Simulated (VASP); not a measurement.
Write the native input for VASP 6.6.1 that does the following.

```yaml
Task: single point
Functional: PBE
Potentials_or_basis: VASP PAW PBE potentials, release 64 (Sn_d)
Cutoff: 520 eV
k_mesh: 10 × 10 × 10
Occupations: fermi-dirac, width 0.05 eV
Spin: no spin polarisation
Dipole_correction: no
Further_INCAR_settings: ALGO = Normal; EDIFF = 1e-07; NBANDS = 13
```

The structure of Sn lies in POSCAR:

```
Sn
1.0
   -2.0319933062      2.0319933062      1.6837941516
    2.0319933062     -2.0319933062      1.6837941516
    2.0319933062      2.0319933062     -1.6837941516
Sn
1
Direct
    0.0000000000      0.0000000000      0.0000000000
```

These files were run (other wordings do the same):

INCAR

```
ALGO = Normal ; EDIFF = 1E-7
ENCUT = 520 ; GGA = PE
ISIF = 2 ; ISMEAR = -1
LASPH = True ; LCHARG = True
LELF = True ; LREAL = False
LVHAR = True ; LWAVE = False
NBANDS = 13 ; NELM = 80
PREC = Accurate ; SIGMA = 0.05
```

KPOINTS

```
k-points
0
Gamma
  10 10 10
```

Potentials or basis: VASP PAW PBE potentials, release 64 (Sn_d).

The run is started by

```sh
$ cat potpaw_PBE.64/Sn_d/POTCAR > POTCAR
$ mpirun -np 1 vasp_std > vasp.out
```

It gave:

```json
{
  "Pressure": "-0.1 GPa",
  "Band gap on the k mesh": "zero (band 7 reaches 14.55 eV, above the bottom of band 8 at 5.78 eV)"
}
```

Caveat: spin-orbit coupling is left out, which moves the levels of the heavy elements.

It took 14 s on 1 thread of Intel(R) Xeon(R) 6975P-C (Granite Rapids) (shared host), peak memory 0.18 GiB.
